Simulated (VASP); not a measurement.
# BeGeSb2 (P-4m2) in VASP: a series of runs

Runs on BeGeSb2. Level: PBE. Tasks: single point.

Everything below comes from runs of VASP 6.6.1. Logs are shortened: lines on timing, memory, paths and dates and some standing lists are left out, and cuts for length are marked.

**1. The cell of the first run**

It takes space group P-4m2 (No. 115, tetragonal). The conventional cell has a = 4.232 Å, b = 4.232 Å, c = 11.528 Å, α = 90.00°, β = 90.00°, γ = 90.00°. Be (site symmetry 2mm) has 4 Sb at 2.45 to 2.47 Å within 3.2 Å. Within 3.3 Å of Sb (site symmetry -4m2) lie 4 Be at 2.47 Å. Sb (site symmetry 2mm) has 2 Be at 2.45 Å and 2 Ge at 2.66 Å within 3.2 Å. Within 3.5 Å of Sb (site symmetry -4m2) lie 4 Ge at 2.68 Å. Ge (site symmetry 2mm) has 4 Sb at 2.66 to 2.68 Å within 3.5 Å.

**2. Single point, PBE**

INCAR

```
SYSTEM = BeGeSb2
ALGO     = Normal         ! electronic algorithm
EDIFF    = 1E-7           ! SCF threshold, eV
ENCUT    = 520            ! plane-wave cutoff, eV
GGA      = PE             ! functional
ISIF     = 2              ! what is computed and relaxed
ISMEAR   = -1             ! smearing method
LASPH    = .TRUE.         ! aspherical terms in the spheres
LCHARG   = .FALSE.        ! write CHGCAR
LREAL    = .FALSE.        ! projectors in reciprocal space
LWAVE    = .FALSE.        ! write WAVECAR
NBANDS   = 36             ! bands
NELM     = 80             ! most SCF steps
PREC     = Accurate       ! precision mode
SIGMA    = 0.02           ! smearing width, eV
```

KPOINTS

```
k-points
0
G
  6 6 2
  0 0 0
```

POSCAR

```
BeGeSb2
1.0
    4.2322033738      0.0000000000      0.0000000000
    0.0000000000      4.2322033738      0.0000000000
    0.0000000000      0.0000000000     11.5275184571
Be Sb Ge
2 4 2
Direct
    0.5000000000      0.0000000000      0.8902791049
    0.0000000000      0.5000000000      0.1097208951
    0.5000000000      0.5000000000      0.0000000000
    0.0000000000      0.0000000000      0.2172419103
    0.5000000000      0.5000000000      0.5000000000
    0.0000000000      0.0000000000      0.7827580897
    0.5000000000      0.0000000000      0.3573663466
    0.0000000000      0.5000000000      0.6426336534
```

Potentials or basis: VASP PAW PBE potentials, release 64 (Be, Sb, Ge_d).

Run with:

```sh
> cat potpaw_PBE.64/Be/POTCAR potpaw_PBE.64/Sb/POTCAR potpaw_PBE.64/Ge_d/POTCAR > POTCAR
> mpirun -np 1 vasp_std > vasp.out
```

OUTCAR:

```text
SYSTEM = BeGeSb2
   EDIFF = 1E-7
   ENCUT = 520
   GGA = PE
   ISIF = 2
   ISMEAR = -1
   LASPH = .TRUE.
   LREAL = .FALSE.
   NELM = 80
   PREC = Accurate

 ion  position               nearest neighbor table
   1  0.500  0.000  0.890-   6 2.45   6 2.45   3 2.47   3 2.47
   2  0.000  0.500  0.110-   4 2.45   4 2.45   3 2.47   3 2.47
   3  0.500  0.500  0.000-   1 2.47   2 2.47   1 2.47   2 2.47
   4  0.000  0.000  0.217-   2 2.45   2 2.45   7 2.66   7 2.66
   5  0.500  0.500  0.500-   7 2.68   8 2.68   7 2.68   8 2.68
   6  0.000  0.000  0.783-   1 2.45   1 2.45   8 2.66   8 2.66
   7  0.500  0.000  0.357-   4 2.66   4 2.66   5 2.68   5 2.68
   8  0.000  0.500  0.643-   6 2.66   6 2.66   5 2.68   5 2.68

  LATTYP: Found a simple tetragonal cell.
 ALAT       =     4.2322033738
 C/A-ratio  =     2.7237628816

  Lattice vectors:

 A1 = (   4.2322033738,   0.0000000000,   0.0000000000)
 A2 = (   0.0000000000,   4.2322033738,   0.0000000000)
 A3 = (   0.0000000000,   0.0000000000,  11.5275184571)

Analysis of symmetry for initial positions (statically):
=====================================================================
 Subroutine PRICEL returns:
 Original cell was already a primitive cell.

 Routine SETGRP: Setting up the symmetry group for a
 simple tetragonal supercell.

 Subroutine GETGRP returns: Found  8 space group operations
 (whereof  8 operations were pure point group operations)
 out of a pool of 16 trial point group operations.

The static configuration has the point symmetry D_2d.

Analysis of symmetry for dynamics (positions and initial velocities):
=====================================================================
 Subroutine PRICEL returns:
 Original cell was already a primitive cell.

 Routine SETGRP: Setting up the symmetry group for a
 simple tetragonal supercell.

 Subroutine GETGRP returns: Found  8 space group operations
 (whereof  8 operations were pure point group operations)
 out of a pool of 16 trial point group operations.

The dynamic configuration has the point symmetry D_2d.

 Subroutine INISYM returns: Found  8 space group operations
 (whereof  8 operations are pure point group operations),
 and found     1 'primitive' translations

----------------------------------------------------------------------------------------

                                     Primitive cell

  volume of cell :     206.4757

  direct lattice vectors                    reciprocal lattice vectors
     4.232203374  0.000000000  0.000000000     0.236283541  0.000000000  0.000000000
     0.000000000  4.232203374  0.000000000     0.000000000  0.236283541  0.000000000
     0.000000000  0.000000000 11.527518457     0.000000000  0.000000000  0.086748939

  length of vectors
     4.232203374  4.232203374 11.527518457     0.236283541  0.236283541  0.086748939

  position of ions in fractional coordinates (direct lattice)
     0.500000000  0.000000000  0.890279105
     0.000000000  0.500000000  0.109720895
     0.500000000  0.500000000  0.000000000
     0.000000000  0.000000000  0.217241910
     0.500000000  0.500000000  0.500000000
     0.000000000  0.000000000  0.782758090
     0.500000000  0.000000000  0.357366347
     0.000000000  0.500000000  0.642633653

  ion indices of the primitive-cell ions
   primitive index   ion index
                 1           1
                 2           2
                 3           3
                 4           4
                 5           5
                 6           6
                 7           7
                 8           8

----------------------------------------------------------------------------------------

 KPOINTS: k-points

Automatic generation of k-mesh.
 Grid dimensions read from file:
 generate k-points for:    6    6    2

 Generating k-lattice:

  Cartesian coordinates                     Fractional coordinates (reciprocal lattice)
     0.039380590  0.000000000  0.000000000     0.166666667  0.000000000  0.000000000
     0.000000000  0.039380590  0.000000000     0.000000000  0.166666667  0.000000000
     0.000000000  0.000000000  0.043374470     0.000000000  0.000000000  0.500000000

  Length of vectors
     0.039380590  0.039380590  0.043374470

  Shift w.r.t. Gamma in fractional coordinates (k-lattice)
     0.000000000  0.000000000  0.000000000

 Subroutine IBZKPT returns following result:
 ===========================================

 Found     20 irreducible k-points:

 Following reciprocal coordinates:
            Coordinates               Weight
  0.000000  0.000000  0.000000      1.000000
  0.166667  0.000000  0.000000      4.000000
  0.333333  0.000000  0.000000      4.000000
  0.500000  0.000000  0.000000      2.000000
  0.166667  0.166667  0.000000      4.000000
  0.333333  0.166667  0.000000      8.000000
[... 12 lines left out ...]
  0.500000  0.333333  0.500000      4.000000
  0.500000  0.500000  0.500000      1.000000
   k-points           NKPTS =     20   k-points in BZ     NKDIM =     20   number of bands    NBANDS=     36
   number of dos      NEDOS =    301   number of ions     NIONS =      8
   total plane-waves  NPLWV =  92160
   dimension x,y,z NGX =    32 NGY =   32 NGZ =   90
   dimension x,y,z NGXF=    64 NGYF=   64 NGZF=  180
   ions per type =               2   4   2
   NGX,Y,Z   is equivalent  to a cutoff of  12.57, 12.57, 12.98 a.u.
   NGXF,Y,Z  is equivalent  to a cutoff of  25.14, 25.14, 25.96 a.u.
 SYSTEM =  BeGeSb2
   PREC   = accura    normal or accurate (medium, high low for compatibility)
   ISTART =      0    job   : 0-new  1-cont  2-samecut
   ICHARG =      2    charge: 1-file 2-atom 10-const
   ISPIN  =      1    spin polarized calculation?
   LNONCOLLINEAR =      F non collinear calculations
   LSORBIT =      F    spin-orbit coupling
   LASPH  =      T    aspherical Exc in radial PAW
   ENCUT  =  520.0 eV  38.22 Ry    6.18 a.u.   7.87  7.87 21.43*2*pi/ulx,y,z
   NELM   =     80;   NELMIN=  2; NELMDL= -5     # of ELM steps
   EDIFF  = 0.1E-06   stopping-criterion for ELM
   LREAL  =      F    real-space projection
   EDIFFG = 0.1E-05   stopping-criterion for IOM
   NSW    =      0    number of steps for IOM
   IBRION =     -1    ionic relax: 0-MD 1-quasi-New 2-CG
   NFREE  =      0    steps in history (QN), initial steepest desc. (CG)
   ISIF   =      2    stress and relaxation
   ISYM   =      2    0-nonsym 1-usesym 2-fastsym
   POTIM  = 0.5000    time-step for ionic-motion
   TEBEG  =    0.0;   TEEND  =   0.0 temperature during run
   PSTRESS=    0.0 pullay stress
   NELECT =      52.0000    total number of electrons
   NUPDOWN=      -1.0000    fix difference up-down
   EMIN   =  10.00;   EMAX   =-10.00  energy-range for DOS
   EFERMI =   0.00;   METHOD = LEGACY
   ISMEAR =    -1;   SIGMA  =   0.02  broadening in eV -4-tet -1-fermi 0-gaus
   EFERMI_NEDOS =   21; number of points for ismear=-14 and -15
   IALGO  =     38    algorithm
   IMIX   =      4    mixing-type and parameters
     AMIX     =   0.40;   BMIX     =  1.00
     AMIX_MAG =   1.60;   BMIX_MAG =  1.00
  volume/ion in A,a.u.               =      25.81       174.17
  Fermi-wavevector in a.u.,A,eV,Ry     =   1.033839  1.953673 14.542226  1.068823
  Thomas-Fermi vector in A             =   2.168105
   LORBIT       =      0    0 simple, 1 ext, 2 COOP (PROOUT), +10 PAW based schemes
   GGA     = PE    functional components
   LHFCALC =     F    Hartree Fock is set to
   AEXX    =    0.0000 exact exchange contribution
   IVDW    =     0    specifies the selected vdW correction
   LEPSILON=     F    determine dielectric tensor
   LRPA    =     F    only Hartree local field effects (RPA)
 non-spin polarized calculation
  energy-cutoff  :      520.00
  volume of cell :      206.48
 maximum number of plane-waves:      5600
 NGX is ok and might be reduce to    32
   NGX = 15   NGY = 15   NGZ = 43

 number of electron      52.0000005 magnetization

 Free energy of the ion-electron system (eV)
  ---------------------------------------------------
  ext. energy  EPLUGINS =         0.00000000
  ---------------------------------------------------
  free energy    TOTEN  =       -31.87605978 eV

  energy without entropy =      -31.87318048  energy(sigma->0) =      -31.87462013

 E-fermi :   5.4135     XC(G=0):  -9.0978

 val. band max:        5.3175693265   @ k =   0.1667   0.0000   0.0000
 cond. band min:       5.4324167508   @ k =   0.1667   0.1667   0.5000
 fundamental gap:      0.1148474243
 Fermi energy:         5.4134612694

 k-point     1 :       0.0000    0.0000    0.0000
  band No.  band energies     occupation
      1     -19.8989      2.00000
      2     -19.8989      2.00000
      3     -19.8980      2.00000
      4     -19.8979      2.00000
      5     -19.8536      2.00000
      6     -19.8535      2.00000
[... 28 lines left out ...]
     35       8.9219      0.00000
     36       9.2020      0.00000

 k-point     2 :       0.1667    0.0000    0.0000
  band No.  band energies     occupation
      1     -19.9000      2.00000
      2     -19.8989      2.00000
      3     -19.8977      2.00000
      4     -19.8967      2.00000
      5     -19.8538      2.00000
      6     -19.8537      2.00000
[... 28 lines left out ...]
     35       9.1163      0.00000
     36       9.6398      0.00000

 k-point     3 :       0.3333    0.0000    0.0000
  band No.  band energies     occupation
      1     -19.9015      2.00000
      2     -19.8988      2.00000
      3     -19.8973      2.00000
      4     -19.8950      2.00000
      5     -19.8542      2.00000
      6     -19.8541      2.00000
[... 28 lines left out ...]
     35       9.3157      0.00000
     36      10.0931      0.00000

 k-point     4 :       0.5000    0.0000    0.0000
  band No.  band energies     occupation
      1     -19.9021      2.00000
      2     -19.8988      2.00000
      3     -19.8970      2.00000
      4     -19.8942      2.00000
      5     -19.8545      2.00000
      6     -19.8544      2.00000
[... 28 lines left out ...]
     35       9.8260      0.00000
     36      10.0518      0.00000

 k-point     5 :       0.1667    0.1667    0.0000
  band No.  band energies     occupation
      1     -19.9008      2.00000
      2     -19.8990      2.00000
      3     -19.8967      2.00000
      4     -19.8964      2.00000
      5     -19.8540      2.00000
      6     -19.8539      2.00000
[... 499 lines left out ...]
 k-point    18 :       0.3333    0.3333    0.5000
  band No.  band energies     occupation
      1     -19.9037      2.00000
      2     -19.8987      2.00000
      3     -19.8944      2.00000
      4     -19.8943      2.00000
      5     -19.8548      2.00000
      6     -19.8548      2.00000
[... 28 lines left out ...]
     35      10.3601      0.00000
     36      10.8153      0.00000

 k-point    19 :       0.5000    0.3333    0.5000
  band No.  band energies     occupation
      1     -19.9044      2.00000
      2     -19.8986      2.00000
      3     -19.8942      2.00000
      4     -19.8936      2.00000
      5     -19.8550      2.00000
      6     -19.8550      2.00000
[... 28 lines left out ...]
     35      11.1736      0.00000
     36      11.2466      0.00000

 k-point    20 :       0.5000    0.5000    0.5000
  band No.  band energies     occupation
      1     -19.9051      2.00000
      2     -19.8985      2.00000
      3     -19.8934      2.00000
      4     -19.8934      2.00000
      5     -19.8552      2.00000
      6     -19.8552      2.00000
[... 28 lines left out ...]
     35      12.0890      0.00000
     36      12.2279      0.00000

------------------------ aborting loop because EDIFF is reached ----------------------------------------

  FORCE on cell =-STRESS in cart. coord.  units (eV):
  Direction    XX          YY          ZZ          XY          YZ          ZX
  --------------------------------------------------------------------------------------
  -------------------------------------------------------------------------------------
  Total        1.7898709      1.7898709      1.7543600      0.0000000     -0.0000000     -0.0000000
  in kB       13.8887575     13.8887575     13.6132062      0.0000000     -0.0000000     -0.0000000
  external PRESSURE =      13.7969071 kB  Pullay stress =       0.0000000 kB

 VOLUME and BASIS-vectors are now :
 -----------------------------------------------------------------------------
  energy-cutoff  :      520.00
  volume of cell :      206.48
      direct lattice vectors                 reciprocal lattice vectors
     4.232203374  0.000000000  0.000000000     0.236283541  0.000000000  0.000000000
     0.000000000  4.232203374  0.000000000     0.000000000  0.236283541  0.000000000
     0.000000000  0.000000000 11.527518457     0.000000000  0.000000000  0.086748939

 POSITION                                       TOTAL-FORCE (eV/Angst)
 -----------------------------------------------------------------------------------
      2.11610      0.00000     10.26271         0.000000     -0.000000     -0.040893
      0.00000      2.11610      1.26481         0.000000     -0.000000      0.040893
      2.11610      2.11610      0.00000         0.000000      0.000000      0.000000
      0.00000      0.00000      2.50426         0.000000     -0.000000     -0.244711
      2.11610      2.11610      5.76376         0.000000     -0.000000      0.000000
      0.00000      0.00000      9.02326         0.000000     -0.000000      0.244711
      2.11610      0.00000      4.11955        -0.000000     -0.000000      0.017490
      0.00000      2.11610      7.40797         0.000000     -0.000000     -0.017490
 -----------------------------------------------------------------------------------
    total drift:                                0.000000      0.000000      0.000000

  FREE ENERGIE OF THE ION-ELECTRON SYSTEM (eV)
  ---------------------------------------------------
  free  energy   TOTEN  =       -31.8760597775 eV

  energy  without entropy=      -31.8731804762  energy(sigma->0) =      -31.87462013
```

Wall time 90 s (1 thread of Intel Xeon 6975P-C (Granite Rapids), shared host); peak memory 0.36 GiB.

Results:

```yaml
Free_energy: -31.8761 eV
Pressure: 1.4 GPa
Largest_force: 0.245 eV/Å
Band_gap_on_the_k_mesh: zero (bands 26 and 27 overlap by 0.24 eV)
```

Forces on the atoms (eV/Å):
```
Be   0.000  0.000 -0.041
Be   0.000  0.000  0.041
Sb   0.000  0.000  0.000
Sb   0.000  0.000 -0.245
Sb   0.000  0.000  0.000
Sb   0.000  0.000  0.245
Ge   0.000  0.000  0.017
Ge   0.000  0.000 -0.017
```

Levels at points of the mesh, in eV from the Fermi level:
```tsv
k point	band 23	band 24	band 25	band 26	band 27	band 28	band 29	band 30
(0.00, 0.00, 0.00)	-1.93	-0.43	-0.17	0.03	0.03	0.14	0.40	1.36
(0.50, 0.00, 0.00)	-1.26	-1.18	-0.79	-0.68	-0.21	0.14	2.29	2.32
(0.50, 0.50, 0.00)	-2.98	-2.13	-2.13	-2.03	0.21	0.21	0.39	0.81
(0.00, 0.00, 0.50)	-1.34	-1.34	-0.53	-0.53	-0.10	0.37	1.04	1.04
(0.50, 0.00, 0.50)	-2.15	-1.82	-1.26	-0.69	0.47	0.72	2.20	2.54
(0.50, 0.50, 0.50)	-3.33	-2.41	-2.41	-2.19	0.71	0.71	0.94	1.54
```

Caveat: semilocal functionals underestimate gaps, and a narrow one can read as zero; spin-orbit coupling is left out, which moves the levels of the heavy elements.

**3. Single point, PBE**

This run uses another cell than the first one, of 26.39 Å³/atom.

INCAR

```
PREC = Accurate ; ENCUT = 520
EDIFF = 1E-6 ; ISMEAR = -1
SIGMA = 0.02 ; LREAL = False
LASPH = True ; NELM = 80
ALGO = Normal ; ISIF = 2
LWAVE = False ; LCHARG = False
GGA = PE ; NBANDS = 36
```

KPOINTS

```
Automatic mesh
0
Gamma
  6 6 2
```

POSCAR

```
BeGeSb2
1.0
    4.2688268134      0.0000000000      0.0000000000
    0.0000000000      4.2688268134      0.0000000000
    0.0000000000      0.0000000000     11.5849515967
Be Sb Ge
2 4 2
Direct
    0.5000000000      0.0000000000      0.8909975458
    0.0000000000      0.5000000000      0.1090024542
    0.5000000000      0.5000000000      0.0000000000
    0.0000000000      0.0000000000      0.2140696357
    0.5000000000      0.5000000000      0.5000000000
    0.0000000000      0.0000000000      0.7859303643
    0.5000000000      0.0000000000      0.3558829630
    0.0000000000      0.5000000000      0.6441170370
```

Potentials or basis: VASP PAW PBE potentials, release 64 (Be, Sb, Ge_d).

Run with:

```sh
> cat potpaw_PBE.64/Be/POTCAR potpaw_PBE.64/Sb/POTCAR potpaw_PBE.64/Ge_d/POTCAR > POTCAR
> mpirun -np 1 vasp_std > vasp.out
```

It took 88 s on 1 thread of Intel Xeon 6975P-C (Granite Rapids), shared host; peak memory 0.36 GiB.

The run converged. Its results:

| Item | Value |
| --- | --- |
| Free energy | -31.9057 eV |
| Pressure | 0.1 GPa |
| Largest force | 0.008 eV/Å |
| Band gap on the k mesh | zero (bands 26 and 27 overlap by 0.26 eV) |

Forces on the atoms (eV/Å):
```
Be   0.000  0.000 -0.007
Be   0.000  0.000  0.007
Sb   0.000  0.000  0.000
Sb   0.000  0.000 -0.006
Sb   0.000  0.000  0.000
Sb   0.000  0.000  0.006
Ge   0.000  0.000  0.008
Ge   0.000  0.000 -0.008
```

Levels at points of the mesh, in eV from the Fermi level:
```csv
k point,band 24,band 25,band 26,band 27,band 28,band 29
"(0.00, 0.00, 0.00)",-0.45,-0.26,0.01,0.01,0.19,0.49
"(0.50, 0.00, 0.00)",-1.14,-0.78,-0.74,-0.22,0.13,2.28
"(0.50, 0.50, 0.00)",-2.07,-2.07,-2.00,0.21,0.21,0.41
"(0.00, 0.00, 0.50)",-1.33,-0.53,-0.53,-0.06,0.41,1.02
"(0.50, 0.00, 0.50)",-1.79,-1.31,-0.74,0.47,0.72,2.16
"(0.50, 0.50, 0.50)",-2.34,-2.34,-2.16,0.69,0.69,0.95
```

Caveat: semilocal functionals underestimate gaps, and a narrow one can read as zero; spin-orbit coupling is left out, which moves the levels of the heavy elements.

The gap in the log of VASP goes by the Fermi energy; the results here count the filled bands.